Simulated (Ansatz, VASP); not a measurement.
**One calculation of TiAl, two programs**

```
CELL_PARAMETERS angstrom
2.78124 0.00000 0.00000
-1.39062 2.40863 0.00000
0.00000 0.00000 4.60791
ATOMIC_POSITIONS crystal
Ti 0.00000 0.00000 0.00000
Al 0.33333 0.66667 0.50000
```

Change from the starting cell: strain -0.030 along x and y, -0.015 along z, atoms carried along.

Alike in both runs: task single point; functional PBEsol; k mesh 18 × 18 × 10; occupations gaussian, width 0.15 eV; no spin polarisation.

```csv
,VASP,Ansatz
version,VASP 6.6.1,Ansatz 0.2.0
potentials or method,"VASP PAW PBE potentials, release 64 (Ti_sv, Al), cutoff 520 eV","scalar-relativistic, plane waves, PAW"
valence electrons in the cell,15,15
```

Ansatz gave:

```
gap on the k mesh at the Fermi level (eV)                     : none
pressure (GPa)                                                : 5.9
traceless stress, the component that is largest in VASP (GPa) : -1.80
```

Estimate VASP's values.

gap on the k mesh at the Fermi level (eV): none; pressure (GPa): 5.8; traceless stress, the component that is largest in VASP (GPa): -1.72.

VASP's potentials were made for PBE, not for PBEsol. A gap of «none» marks a metal or a gap that the smearing closes.
